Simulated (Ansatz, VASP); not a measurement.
## One calculation of ZrO2, two programs

POSCAR

```
ZrO2
1.0
   -3.6014526582      0.0000000000      0.0000000000
    0.0000000000      0.0000000000     -5.2281147954
    0.0000000000     -7.2029053165      0.0000000000
Zr O
4 8
Direct
    0.0000000000      1.0000000000      0.5000000000
    0.0000000000      1.0000000000      1.0000000000
    0.5000000000      0.5000000000      0.2500000000
    0.5000000000      0.5000000000      0.7500000000
    1.0000000000      0.8032249443      0.2500000000
    1.0000000000      0.8032249443      0.7500000000
    0.0000000000      0.3032249443      0.2500000000
    0.0000000000      0.3032249443      0.7500000000
    0.5000000000      0.6967750557      0.0000000000
    0.5000000000      0.6967750557      0.5000000000
    0.5000000000      0.1967750557      0.5000000000
    0.5000000000      0.1967750557      1.0000000000
```

The input INCAR.step1:

```
PREC = Accurate
ENCUT = 660
ISMEAR = 0
SIGMA = 0.05
LREAL = F
LASPH = T
NELM = 120
NBANDS = 60
GGA = PE
ALGO = Normal
EDIFF = 1E-5
LWAVE = T
LCHARG = F
GGA_COMPAT = F
```

INCAR.step2

```
PREC = Accurate
ENCUT = 660
EDIFF = 1E-6
ISMEAR = 0
SIGMA = 0.05
LREAL = F
LASPH = T
NELM = 120
ALGO = Normal
ISIF = 2
LWAVE = F
LCHARG = F
METAGGA = R2SCAN
LMIXTAU = T
NBANDS = 60
ISTART = 1
GGA_COMPAT = F
```

The input KPOINTS:

```
Automatic mesh
0
Gamma
  6 4 4
```

Input for Ansatz:

```yaml
crystal:
  lattice:
    - [-3.6014526582, 0.0, 0.0]
    - [0.0, 0.0, -5.2281147954]
    - [0.0, -7.2029053165, 0.0]
  atoms:
    - { symbol: Zr, position: [0.0, 1.0, 0.5] }
    - { symbol: Zr, position: [0.0, 1.0, 1.0] }
    - { symbol: Zr, position: [0.5, 0.5, 0.25] }
    - { symbol: Zr, position: [0.5, 0.5, 0.75] }
    - { symbol: O, position: [1.0, 0.8032249443, 0.25] }
    - { symbol: O, position: [1.0, 0.8032249443, 0.75] }
    - { symbol: O, position: [0.0, 0.3032249443, 0.25] }
    - { symbol: O, position: [0.0, 0.3032249443, 0.75] }
    - { symbol: O, position: [0.5, 0.6967750557, 0.0] }
    - { symbol: O, position: [0.5, 0.6967750557, 0.5] }
    - { symbol: O, position: [0.5, 0.1967750557, 0.5] }
    - { symbol: O, position: [0.5, 0.1967750557, 1.0] }
basis:
  ecutwfc: 500
kpoints:
  mp_grid: { grid: [6, 4, 4] }
hamiltonian:
  xc: r2scan
scf:
  occupations: { method: gaussian, width: 0.05 }
output:
  forces: true
  stress: true
  eigenvalues: true
  write_density: true
  write_potential: true
  elf: true
  volumetric_format: npy
```

Alike in both runs: task single point; functional r2SCAN; k mesh 6 × 4 × 4; occupations gaussian, width 0.05 eV; no spin polarisation.

```csv
,VASP,Ansatz
version,VASP 6.6.1,Ansatz 0.2.0
potentials or method,"VASP PAW PBE potentials, release 64 (Zr_sv, O), cutoff 660 eV","scalar-relativistic, plane waves, PAW"
valence electrons in the cell,96,96
```

Ansatz gave:

* gap on the k mesh at the Fermi level (eV): 4.60
* least direct gap on the mesh (eV): 4.71
* pressure (GPa): 0.0
* traceless stress, the component that is largest in VASP (GPa): 0.01
* rms of the force components (eV/Å): 0.000

Q: What did VASP give for the same quantities?

A: gap on the k mesh at the Fermi level (eV): 4.59; least direct gap on the mesh (eV): 4.70; pressure (GPa): 0.1; traceless stress, the component that is largest in VASP (GPa): -0.08; rms of the force components (eV/Å): 0.011.

VASP's potentials were made for PBE, not for r2SCAN. Atom by atom the forces differ by 0.011 eV/Å (rms over components). The functional is the same, so the differences come from potentials, cutoffs and numerics.
